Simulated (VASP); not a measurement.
A run of VASP 6.6.1:

INCAR

```
  PREC = Accurate
  ENCUT = 500
  EDIFF = 1E-7
  ISMEAR = 0
  SIGMA = 0.2
  LREAL = F
  LASPH = T
  NELM = 200
  ALGO = Normal
  ISIF = 3
  LWAVE = F
  LCHARG = F
  GGA = PE
  IBRION = 2
  NSW = 36
  EDIFFG = -0.08
  GGA_COMPAT = F
  NELMIN = 4
  LMAXMIX = 6
```

Contents of KPOINTS:

```
Automatic mesh
0
Gamma
  5 5 3
```

POSCAR

```
Nd2Y2Cl
1.0
    4.1646294700      0.0000000000      0.0000000000
   -2.0823147400      3.6066749200      0.0000000000
    0.0000000000      0.0000000000      7.1737190200
Nd Y Cl
2 2 1
Direct
    0.3333333300      0.6666666700      0.7346000100
    0.6666666700      0.3333333300      0.2653999900
    0.3333333300      0.6666666700      0.3772999900
    0.6666666700      0.3333333300      0.6227000100
    0.0000000000      0.0000000000      0.0000000000
```

Potentials or basis: VASP PAW PBE potentials, release 64 (Nd_3, Y_sv, Cl), 4f in core.

The run is started by

```sh
$ cat potpaw_PBE.64/Nd_3/POTCAR potpaw_PBE.64/Y_sv/POTCAR potpaw_PBE.64/Cl/POTCAR > POTCAR
$ mpirun -np 1 vasp_std > vasp.out
```

Hardware: 1 thread of Intel(R) Xeon(R) 6975P-C (Granite Rapids) (shared host).

Task: How long does it take, and how much memory?

Result: Wall time 32 min on 1 thread of Intel(R) Xeon(R) 6975P-C (Granite Rapids), with other jobs on the host, peak memory 0.26 GiB. Counts: scf iterations 407, k points 12, ion steps 29.
